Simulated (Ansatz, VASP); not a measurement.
# Au: VASP beside Ansatz

The input INCAR:

```
SYSTEM = Au
PREC = Accurate
ENCUT = 500
EDIFF = 1E-6
ISMEAR = 0
SIGMA = 0.15
LREAL = .False.
LASPH = .True.
NELM = 120
ALGO = Normal
ISIF = 2
LWAVE = .False.
LCHARG = .False.
GGA = CA
NBANDS = 12
GGA_COMPAT = .False.
```

File KPOINTS:

```
Automatic mesh
0
Gamma
  20 20 20
  0 0 0
```

File POSCAR:

```
Au
1.0
   -1.6324099650      1.6324099650      1.6572690000
    1.6324099650     -1.6324099650      1.6572690000
    1.6324099650      1.6324099650     -1.6572690000
Au
1
Direct
    0.0000000000      0.0000000000      0.0000000000
```

Input for Ansatz:

```yaml
crystal:
  lattice:
    - [-1.632409965, 1.632409965, 1.657269]
    - [1.632409965, -1.632409965, 1.657269]
    - [1.632409965, 1.632409965, -1.657269]
  atoms:
    - { symbol: Au, position: [0.0, 0.0, 0.0] }
basis:
  ecutwfc: 420
kpoints:
  mp_grid: { grid: [20, 20, 20] }
hamiltonian:
  xc: lda
scf:
  occupations: { method: gaussian, width: 0.15 }
output:
  forces: true
  stress: true
  eigenvalues: true
```

Change from the starting cell: strain -0.015 along x and y, +0.000 along z, atoms carried along.

Alike in both runs: task single point; functional LDA; k mesh 20 × 20 × 20; occupations gaussian, width 0.15 eV; no spin polarisation.

```csv
,VASP,Ansatz
version,VASP 6.6.1,Ansatz 0.2.0
potentials or method,"VASP PAW LDA potentials, release 64 (Au), cutoff 500 eV","scalar-relativistic, plane waves, PAW"
valence electrons in the cell,11,19
```

Ansatz gave:

- gap on the k mesh at the Fermi level (eV): none
- pressure (GPa): -10.0

Q: What did VASP give for the same quantities?

A: gap on the k mesh at the Fermi level (eV): none; pressure (GPa): -9.6.

LDA's correlation is that of Perdew and Zunger in VASP and of Perdew and Wang (1992) in Ansatz. A gap of «none» marks a metal or a gap that the smearing closes. VASP's potentials hold 11 valence electrons a cell and Ansatz's 19, so a difference there can come from the potentials and not from the codes.

Spin-orbit coupling is off throughout.
